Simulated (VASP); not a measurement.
# Ta3Br2 (P6mm) in VASP: relaxation of cell and atoms with PBE

Aim: the relaxation of cell and atoms of Ta3Br2 with PBE.

Everything below comes from runs of VASP 6.6.1. Logs are shortened: lines on timing, memory, paths and dates and some standing lists are left out, and cuts for length are marked.

### 1 The cell of the first run

Symmetry: P6mm, No. 183, hexagonal system. Conventional cell: a = 5.114 Å, b = 5.114 Å, c = 5.419 Å, α = 90.00°, β = 90.00°, γ = 120.00°. Ta (site symmetry 2mm) has 4 Ta at 2.56 Å and 2 Br at 2.59 Å within 3.4 Å. Within 3.4 Å of Br (site symmetry 3m) lie 3 Ta at 2.59 Å and 3 Br at 2.95 Å.

The cell was generated, and may not be a known phase.

### 2 Relaxation of cell and atoms, PBE

INCAR

```
SYSTEM = Ta3Br2
PREC     = Accurate       ! precision mode
ENCUT    = 600            ! plane-wave cutoff, eV
EDIFF    = 1E-7           ! SCF threshold, eV
ISMEAR   = 0              ! smearing method
SIGMA    = 0.1            ! smearing width, eV
LREAL    = .FALSE.        ! projectors in reciprocal space
LASPH    = .TRUE.         ! aspherical terms in the spheres
NELM     = 60             ! most SCF steps
ALGO     = Normal         ! electronic algorithm
ISIF     = 3              ! what is computed and relaxed
LWAVE    = .FALSE.        ! write WAVECAR
LCHARG   = .FALSE.        ! write CHGCAR
GGA      = PE             ! functional
IBRION   = 2              ! ionic algorithm
NSW      = 90             ! ionic steps
EDIFFG   = -0.04          ! ionic threshold
```

KPOINTS

```
regular mesh
0
G
  6 6 4
  0 0 0
```

POSCAR

```
Ta3Br2
1.0
    5.1137212835      0.0000000000      0.0000000000
   -2.5568606417      4.4286125393      0.0000000000
    0.0000000000      0.0000000000      5.4188341785
Ta Br
3 2
Direct
    0.5000000000      0.0000000000      0.3923289070
    0.0000000000      0.5000000000      0.3923289070
    0.5000000000      0.5000000000      0.3923289070
    0.6666666667      0.3333333333      0.0000000000
    0.3333333333      0.6666666667      0.0000000000
```

Potentials or basis: VASP PAW PBE potentials, release 64 (Ta_pv, Br).

Run with:

```console
$ cat potpaw_PBE.64/Ta_pv/POTCAR potpaw_PBE.64/Br/POTCAR > POTCAR
$ mpirun -np 1 vasp_std > vasp.out
```

OUTCAR:

```text
SYSTEM = Ta3Br2
   PREC = Accurate
   ENCUT = 600
   EDIFF = 1E-7
   ISMEAR = 0
   LREAL = .FALSE.
   LASPH = .TRUE.
   NELM = 60
   ISIF = 3
   GGA = PE
   IBRION = 2
   NSW = 90
   EDIFFG = -0.04

 ion  position               nearest neighbor table
   1  0.500  0.000  0.392-   3 2.56   3 2.56   2 2.56   2 2.56   4 2.59   5 2.59
   2  0.000  0.500  0.392-   1 2.56   1 2.56   3 2.56   3 2.56   4 2.59   5 2.59
   3  0.500  0.500  0.392-   1 2.56   1 2.56   2 2.56   2 2.56   4 2.59   5 2.59
   4  0.667  0.333  0.000-   1 2.59   2 2.59   3 2.59
   5  0.333  0.667  0.000-   1 2.59   2 2.59   3 2.59

  LATTYP: Found a hexagonal cell.
 ALAT       =     5.1137212835
 C/A-ratio  =     1.0596655309

  Lattice vectors:

 A1 = (   5.1137212835,   0.0000000000,   0.0000000000)
 A2 = (  -2.5568606417,   4.4286125393,   0.0000000000)
 A3 = (   0.0000000000,   0.0000000000,   5.4188341785)

Analysis of symmetry for initial positions (statically):
=====================================================================
 Subroutine PRICEL returns:
 Original cell was already a primitive cell.

 Routine SETGRP: Setting up the symmetry group for a
 hexagonal supercell.

 Subroutine GETGRP returns: Found 12 space group operations
 (whereof 12 operations were pure point group operations)
 out of a pool of 24 trial point group operations.

The static configuration has the point symmetry C_6v.

Analysis of symmetry for dynamics (positions and initial velocities):
=====================================================================
 Subroutine PRICEL returns:
 Original cell was already a primitive cell.

 Routine SETGRP: Setting up the symmetry group for a
 hexagonal supercell.

 Subroutine GETGRP returns: Found 12 space group operations
 (whereof 12 operations were pure point group operations)
 out of a pool of 24 trial point group operations.

The dynamic configuration has the point symmetry C_6v.

 Subroutine INISYM returns: Found 12 space group operations
 (whereof 12 operations are pure point group operations),
 and found     1 'primitive' translations

----------------------------------------------------------------------------------------

                                     Primitive cell

  volume of cell :     122.7187

  direct lattice vectors                    reciprocal lattice vectors
     5.113721284  0.000000000  0.000000000     0.195552308  0.112902178  0.000000000
    -2.556860642  4.428612539  0.000000000     0.000000000  0.225804355  0.000000000
     0.000000000  0.000000000  5.418834179     0.000000000  0.000000000  0.184541539

  length of vectors
     5.113721284  5.113721283  5.418834179     0.225804355  0.225804355  0.184541539

  position of ions in fractional coordinates (direct lattice)
     0.500000000  0.000000000  0.392328907
     0.000000000  0.500000000  0.392328907
     0.500000000  0.500000000  0.392328907
     0.666666667  0.333333333  0.000000000
     0.333333333  0.666666667  0.000000000

  ion indices of the primitive-cell ions
   primitive index   ion index
                 1           1
                 2           2
                 3           3
                 4           4
                 5           5

----------------------------------------------------------------------------------------

 KPOINTS: regular mesh

Automatic generation of k-mesh.
 Grid dimensions read from file:
 generate k-points for:    6    6    4

 Generating k-lattice:

  Cartesian coordinates                     Fractional coordinates (reciprocal lattice)
     0.032592051  0.018817030  0.000000000     0.166666667 -0.000000000  0.000000000
     0.000000000  0.037634059  0.000000000     0.000000000  0.166666667  0.000000000
     0.000000000  0.000000000  0.046135385     0.000000000  0.000000000  0.250000000

  Length of vectors
     0.037634059  0.037634059  0.046135385

  Shift w.r.t. Gamma in fractional coordinates (k-lattice)
     0.000000000  0.000000000  0.000000000

 Subroutine IBZKPT returns following result:
 ===========================================

 Found     21 irreducible k-points:

 Following reciprocal coordinates:
            Coordinates               Weight
  0.000000  0.000000  0.000000      1.000000
  0.166667 -0.000000  0.000000      6.000000
  0.333333  0.000000  0.000000      6.000000
  0.500000 -0.000000  0.000000      3.000000
  0.166667  0.166667  0.000000      6.000000
  0.333333  0.166667  0.000000     12.000000
[... 13 lines left out ...]
  0.333333  0.166667  0.500000     12.000000
  0.333333  0.333333  0.500000      2.000000
   k-points           NKPTS =     21   k-points in BZ     NKDIM =     21   number of bands    NBANDS=     28
   number of dos      NEDOS =    301   number of ions     NIONS =      5
   total plane-waves  NPLWV =  84672
   dimension x,y,z NGX =    42 NGY =   42 NGZ =   48
   dimension x,y,z NGXF=    84 NGYF=   84 NGZF=   96
   ions per type =               3   2
   NGX,Y,Z   is equivalent  to a cutoff of  13.65, 13.65, 14.73 a.u.
   NGXF,Y,Z  is equivalent  to a cutoff of  27.31, 27.31, 29.45 a.u.
 SYSTEM =  Ta3Br2
   PREC   = accura    normal or accurate (medium, high low for compatibility)
   ISTART =      0    job   : 0-new  1-cont  2-samecut
   ICHARG =      2    charge: 1-file 2-atom 10-const
   ISPIN  =      1    spin polarized calculation?
   LNONCOLLINEAR =      F non collinear calculations
   LSORBIT =      F    spin-orbit coupling
   LASPH  =      T    aspherical Exc in radial PAW
   ENCUT  =  600.0 eV  44.10 Ry    6.64 a.u.  10.21 10.21 10.82*2*pi/ulx,y,z
   NELM   =     60;   NELMIN=  2; NELMDL= -5     # of ELM steps
   EDIFF  = 0.1E-06   stopping-criterion for ELM
   LREAL  =      F    real-space projection
   EDIFFG = -.4E-01   stopping-criterion for IOM
   NSW    =     90    number of steps for IOM
   IBRION =      2    ionic relax: 0-MD 1-quasi-New 2-CG
   NFREE  =      1    steps in history (QN), initial steepest desc. (CG)
   ISIF   =      3    stress and relaxation
   ISYM   =      2    0-nonsym 1-usesym 2-fastsym
   POTIM  = 0.5000    time-step for ionic-motion
   TEBEG  =    0.0;   TEEND  =   0.0 temperature during run
   PSTRESS=    0.0 pullay stress
   NELECT =      47.0000    total number of electrons
   NUPDOWN=      -1.0000    fix difference up-down
   EMIN   =  10.00;   EMAX   =-10.00  energy-range for DOS
   EFERMI =   0.00;   METHOD = LEGACY
   ISMEAR =     0;   SIGMA  =   0.10  broadening in eV -4-tet -1-fermi 0-gaus
   EFERMI_NEDOS =   21; number of points for ismear=-14 and -15
   IALGO  =     38    algorithm
   IMIX   =      4    mixing-type and parameters
     AMIX     =   0.40;   BMIX     =  1.00
     AMIX_MAG =   1.60;   BMIX_MAG =  1.00
  volume/ion in A,a.u.               =      24.54       165.63
  Fermi-wavevector in a.u.,A,eV,Ry     =   1.188878  2.246653 19.230891  1.413431
  Thomas-Fermi vector in A             =   2.324998
   LORBIT       =      0    0 simple, 1 ext, 2 COOP (PROOUT), +10 PAW based schemes
   GGA     = PE    functional components
   LHFCALC =     F    Hartree Fock is set to
   AEXX    =    0.0000 exact exchange contribution
   IVDW    =     0    specifies the selected vdW correction
   LEPSILON=     F    determine dielectric tensor
   LRPA    =     F    only Hartree local field effects (RPA)
 conjugate gradient relaxation of ions
 non-spin polarized calculation
 Gauss-broadening in eV      SIGMA  =   0.10
  energy-cutoff  :      600.00
  volume of cell :      122.72
 maximum number of plane-waves:      4126
 NGX is ok and might be reduce to    42
   NGX = 21   NGY = 21   NGZ = 21

--------------------------------------- Ionic step        1  -------------------------------------------

 number of electron      47.0000002 magnetization

 Free energy of the ion-electron system (eV)
  ---------------------------------------------------
  ext. energy  EPLUGINS =         0.00000000
  ---------------------------------------------------
  free energy    TOTEN  =       -31.11961504 eV

  energy without entropy =      -31.09549355  energy(sigma->0) =      -31.10755430

------------------------ aborting loop because EDIFF is reached ----------------------------------------

  FORCE on cell =-STRESS in cart. coord.  units (eV):
  Direction    XX          YY          ZZ          XY          YZ          ZX
  --------------------------------------------------------------------------------------
  -------------------------------------------------------------------------------------
  Total       18.9965043     18.9965043      7.6210626      0.0000000      0.0000000      0.0000000
  in kB      248.0125587    248.0125587     99.4982653      0.0000000      0.0000000      0.0000000
  external PRESSURE =     198.5077942 kB  Pullay stress =       0.0000000 kB
[... 98 lines left out ...]
  FREE ENERGIE OF THE ION-ELECTRON SYSTEM (eV)
  ---------------------------------------------------
  free  energy   TOTEN  =       -32.6302677469 eV

  energy  without entropy=      -32.6026320848  energy(sigma->0) =      -32.61644992

 E-fermi :   4.6942     XC(G=0): -10.2424

 val. band max:        4.6888620637   @ k =   0.1667   0.1667   0.5000
 cond. band min:       4.6946018081   @ k =   0.3333   0.0000   0.5000
 fundamental gap:      0.0057397444
 Fermi energy:         4.6941920293

 k-point     1 :       0.0000    0.0000    0.0000
  band No.  band energies     occupation
      1     -30.7441      2.00000
      2     -30.3644      2.00000
      3     -30.1609      2.00000
      4     -30.1609      2.00000
      5     -30.1178      2.00000
      6     -30.1178      2.00000
[... 640 lines left out ...]
     27       5.2472      0.00000
     28       5.8341      0.00000

[... ionic steps 4 to 33 ...]

--------------------------------------- Ionic step       34  -------------------------------------------

 number of electron      47.0000000 magnetization

------------------------ aborting loop because EDIFF is reached ----------------------------------------

  FORCE on cell =-STRESS in cart. coord.  units (eV):
  Direction    XX          YY          ZZ          XY          YZ          ZX
  --------------------------------------------------------------------------------------
  -------------------------------------------------------------------------------------
  Total       -0.1330270     -0.1330270      0.2451978     -0.0000000      0.0000000      0.0000000
  in kB       -1.6525961     -1.6525961      3.0460945     -0.0000000      0.0000000      0.0000000
  external PRESSURE =      -0.0863659 kB  Pullay stress =       0.0000000 kB
[... 63 lines left out ...]
  energy  without entropy=      -32.9682225374  energy(sigma->0) =      -32.98720311

--------------------------------------- Ionic step       36  -------------------------------------------

 number of electron      47.0000001 magnetization

 Free energy of the ion-electron system (eV)
  ---------------------------------------------------
  ext. energy  EPLUGINS =         0.00000000
  ---------------------------------------------------
  free energy    TOTEN  =       -33.00671129 eV

  energy without entropy =      -32.96920739  energy(sigma->0) =      -32.98795934

 E-fermi :   3.8011     XC(G=0):  -9.8188

 val. band max:        3.7911961045   @ k =   0.3333   0.1667   0.2500
 cond. band min:       3.8044076429   @ k =   0.3333   0.1667   0.5000
 fundamental gap:      0.0132115384
 Fermi energy:         3.8010704704

 k-point     1 :       0.0000    0.0000    0.0000
  band No.  band energies     occupation
      1     -31.5800      2.00000
      2     -31.3175      2.00000
      3     -31.1329      2.00000
      4     -31.1329      2.00000
      5     -31.0727      2.00000
      6     -31.0727      2.00000
[... 672 lines left out ...]
  FREE ENERGIE OF THE ION-ELECTRON SYSTEM (eV)
  ---------------------------------------------------
  free  energy   TOTEN  =       -33.0067112949 eV

  energy  without entropy=      -32.9692073939  energy(sigma->0) =      -32.98795934

 reached required accuracy - stopping structural energy minimisation
```

Wall time 25 min (1 thread of Intel Xeon 6975P-C (Granite Rapids), shared host); peak memory 0.35 GiB.

Results:

```
Free energy                           : -33.0067 eV
Relaxed volume                        : 25.81 Å³/atom
Relaxed cell                          : a = 5.543 Å, b = 5.543 Å, c = 4.850 Å, α = 90.00°, β = 90.00°, γ = 120.00°
Space group after relaxing (to 0.1 Å) : P6/mmm (No. 191)
Energy gained by relaxing             : 377.4 meV/atom
Ionic steps                           : 36
Pressure after relaxing               : 0.0 GPa
Largest force after relaxing          : 0.019 eV/Å
Band gap on the k mesh                : zero (an odd number of electrons rules out a gap without spin polarisation)
```

Forces in eV/Å, atoms in the order of the input:
```
Ta   0.000  0.000  0.013
Ta   0.000  0.000  0.013
Ta   0.000  0.000  0.013
Br   0.000  0.000 -0.019
Br   0.000  0.000 -0.019
```

Stress tensor (GPa, compression positive):
```
-0.17  0.00  0.00
 0.00 -0.17  0.00
 0.00  0.00  0.19
```

The path:
```
step  energy change (eV)  largest force (eV/Å)  pressure (GPa)  volume (Å³)
   1              0.0000                1.6773           19.85       122.72
   2              0.2069                1.2517          -10.56       184.46
   3             -1.5107                0.3700           -1.15       148.13
   4             -1.5137                0.3231           -0.66       147.15
   5             -1.5139                0.2977           -0.40       146.64
   6             -1.5766                0.0965           -0.22       145.70
   7             -1.5780                0.1697           -0.16       145.53
   8             -1.5835                0.1818           -0.18       144.92
   9             -1.6022                0.2240           -0.21       143.08
  10             -1.6490                0.3242           -0.18       139.41
  11             -1.7657                0.5331            0.49       132.09
  12             -1.4341                0.1257            7.11       117.53
  13             -1.7561                0.6531            1.33       129.82
  14             -1.7609                0.6064            2.20       125.92
  15             -1.7619                0.5995            2.20       125.85
  16             -1.7645                0.5778            2.21       125.62
  17             -1.7684                0.5332            2.25       125.16
  18             -1.7696                0.4333            2.43       124.25
  19             -1.7703                0.4715            2.35       124.57
  20             -1.7751                0.4592            2.24       124.74
  21             -1.7888                0.4233            1.92       125.22
  22             -1.8119                0.3575            1.31       126.20
  23             -1.8434                0.2476            0.19       128.15
  24             -1.8560                0.0988           -1.77       132.11
  25             -1.8589                0.1343           -1.22       130.93
  26             -1.8697                0.1217           -0.92       130.55
  27             -1.8819                0.0938           -0.20       129.65
  28             -1.8819                0.0913           -0.13       129.57
  29             -1.8827                0.0887           -0.07       129.42
  30             -1.8842                0.0798            0.12       128.97
  31             -1.8844                0.0562            0.53       128.09
  32             -1.8848                0.0681            0.34       128.49
  33             -1.8855                0.0591            0.25       128.61
  34             -1.8865                0.0333           -0.01       128.97
  35             -1.8866                0.0279           -0.07       129.05
  36             -1.8871                0.0194           -0.05       129.05
```

Final structure:
```
CELL_PARAMETERS angstrom
5.54277 0.00000 0.00000
-2.77139 4.80018 0.00000
0.00000 0.00000 4.85031
ATOMIC_POSITIONS crystal
Ta 0.50000 0.00000 0.43459
Ta 0.00000 0.50000 0.43459
Ta 0.50000 0.50000 0.43459
Br 0.66667 0.33333 0.93661
Br 0.33333 0.66667 0.93661
```

Levels at points of the mesh, in eV from the Fermi level:
| k point | band 21 | band 22 | band 23 | band 24 | band 25 | band 26 |
| --- | --- | --- | --- | --- | --- | --- |
| (0.00, 0.00, 0.00) | -2.18 | -1.06 | -1.06 | 0.70 | 2.67 | 2.94 |
| (0.50, 0.00, 0.00) | -1.05 | -0.38 | -0.07 | 0.01 | 0.13 | 0.68 |
| (0.00, 0.00, 0.50) | -2.55 | -1.84 | 0.10 | 0.10 | 0.59 | 0.59 |
| (0.50, 0.00, 0.50) | -0.85 | -0.80 | -0.14 | -0.07 | 0.16 | 0.21 |

Caveat: spin-orbit coupling is left out, which moves the levels of the heavy elements; an odd number of electrons without spin polarisation forces a metal; a magnetic or distorted state may lie lower.
